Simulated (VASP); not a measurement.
Input of a VASP 6.6.1 run:

Contents of INCAR:

```
ALGO = Normal ; EDIFF = 1E-6
ENCUT = 600 ; GGA = PE
GGA_COMPAT = F ; ISIF = 2
ISMEAR = 0 ; LASPH = T
LCHARG = F ; LREAL = F
LWAVE = F ; NBANDS = 11
NELM = 120 ; PREC = Accurate
SIGMA = 0.01
```

File KPOINTS:

```
k-points
0
Gamma
  3 3 3
```

POSCAR

```
SiC
1.0
    0.0000000000      2.0607553000      2.0607553000
    2.0607553000      0.0000000000      2.0607553000
    2.0607553000      2.0607553000      0.0000000000
Si C
1 1
Direct
    0.0000000000      0.0000000000      0.0000000000
    0.2500000000      0.2500000000      0.2500000000
```

Potentials or basis: VASP PAW PBE potentials, release 64 (Si, C).

Run with:

```bash
$ cat potpaw_PBE.64/Si/POTCAR potpaw_PBE.64/C/POTCAR > POTCAR
$ mpirun -np 1 vasp_std > vasp.out
```

(1) Estimate the band gap on the k mesh.

(2) Estimate the pressure.

## Answers

(1) 2.60 eV, indirect (least direct gap 5.51 eV).

(2) 57.1 GPa.

Caveat: the k points lie up to 0.88 Å⁻¹ apart.
